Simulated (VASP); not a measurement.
## Si10GeO20 (a cell with a defect): single point with LDA

Si10GeO20 (a cell with a defect):

```
Si O Ge
1.0
     0.00000    6.91142    6.41851
     6.91142    0.00000    6.41851
     6.91142    6.91142    0.00000
Si O Ge
10 20 1
Cartesian
  1.8495 6.9011 7.1920
  6.8882 11.9611 5.6495
  6.9514 8.7720 5.6345
  5.0416 6.9278 7.1989
  6.9294 6.8909 3.2185
  8.7723 6.9173 7.1674
  6.9355 5.0503 5.6973
  6.8709 1.8677 5.7068
  11.9372 6.9059 7.1878
  6.8397 6.9178 9.6600
  8.2847 6.8521 2.3221
  6.9054 5.5722 10.5343
  6.9144 8.2353 4.1148
  5.4312 6.9656 8.8004
  1.2737 1.3127 0.0481
  8.2831 5.5751 6.4154
  5.6718 8.2134 6.4629
  5.5715 5.6013 -0.0164
  3.4506 6.8939 7.1175
  6.9097 10.3651 5.6424
  8.0523 6.9731 8.6166
  6.8830 5.6039 4.1864
  6.8533 8.2219 10.6042
  5.6435 6.8805 2.2634
  8.3115 8.2302 6.3319
  1.2951 5.5963 6.4138
  5.5415 1.3603 6.4750
  5.6614 5.5913 6.5464
  10.3508 6.9068 7.3699
  6.9058 3.4584 5.6707
  10.6876 7.8522 3.7515
```

```
Program             : VASP 6.6.1
Task                : single point
Functional          : LDA
Potentials or basis : VASP PAW LDA potentials, release 64 (Si, O, Ge_d)
Cutoff              : 520 eV
k mesh              : 2 × 2 × 2
Occupations         : gaussian, width 0.02 eV
Spin                : no spin polarisation
```

The pressure is -0.7 GPa and the largest force is 0.094 eV/Å. The band gap on the k mesh is zero (filled and empty bands overlap).

Forces in eV/Å, atoms in the order of the input:
```
Si   0.093  0.005 -0.008
Si   0.006 -0.081 -0.046
Si  -0.008  0.077  0.011
Si  -0.060  0.007  0.014
Si   0.013 -0.002 -0.002
Si   0.074  0.000  0.042
Si   0.011 -0.078 -0.020
Si  -0.023  0.079 -0.013
Si  -0.079  0.018  0.036
Si  -0.016 -0.016 -0.026
O    0.016 -0.002  0.018
O   -0.003 -0.006  0.007
O    0.001  0.008 -0.010
O   -0.017  0.013  0.027
O    0.018  0.007  0.006
O    0.017 -0.020 -0.005
O   -0.007  0.003 -0.016
O   -0.021 -0.015  0.008
O   -0.018 -0.006  0.011
O    0.001 -0.004 -0.002
O    0.008 -0.002 -0.008
O   -0.017 -0.003  0.000
O    0.017  0.018 -0.008
O   -0.001 -0.007 -0.007
O    0.012  0.026 -0.006
O   -0.001 -0.008  0.005
O   -0.004  0.005 -0.003
O   -0.006 -0.019 -0.005
O    0.001  0.010 -0.010
O   -0.002 -0.003  0.007
Ge  -0.005 -0.005  0.004
```

Stress tensor (GPa, compression positive):
```
-0.90  0.08  0.39
 0.08 -0.49 -0.03
 0.39 -0.03 -0.81
```

Levels at points of the mesh, in eV from the Fermi level:
```
           k point  band 84  band 85  band 86  band 87  band 88  band 89  band 90  band 91
(0.00, 0.00, 0.00)    -4.91    -4.86    -4.73     0.00     0.10     0.82     1.12     3.27
(0.50, 0.00, 0.00)    -5.03    -4.97    -4.83    -0.01     0.09     0.60     2.01     2.31
(0.00, 0.00, 0.50)    -5.05    -4.96    -4.84    -0.04     0.09     0.68     2.01     2.26
(0.00, 0.50, 0.00)    -5.06    -4.95    -4.86    -0.06     0.04     0.79     1.99     2.18
(0.50, 0.50, 0.50)    -5.06    -4.96    -4.86    -0.01     0.00     0.80     1.99     2.14
(0.50, 0.50, 0.00)    -5.06    -5.02    -4.69    -0.04     0.03     0.67     2.37     2.63
(0.50, 0.00, 0.50)    -5.04    -4.87    -4.71    -0.04     0.09     0.78     1.97     2.69
(0.00, 0.50, 0.50)    -5.06    -4.90    -4.70    -0.03     0.00     0.63     2.22     2.55
```

Wall time 18 min on 1 thread of Intel(R) Xeon(R) Platinum 8488C (Sapphire Rapids), on a shared host, peak memory 0.73 GiB.

Caveat: the k points lie up to 0.40 Å⁻¹ apart.
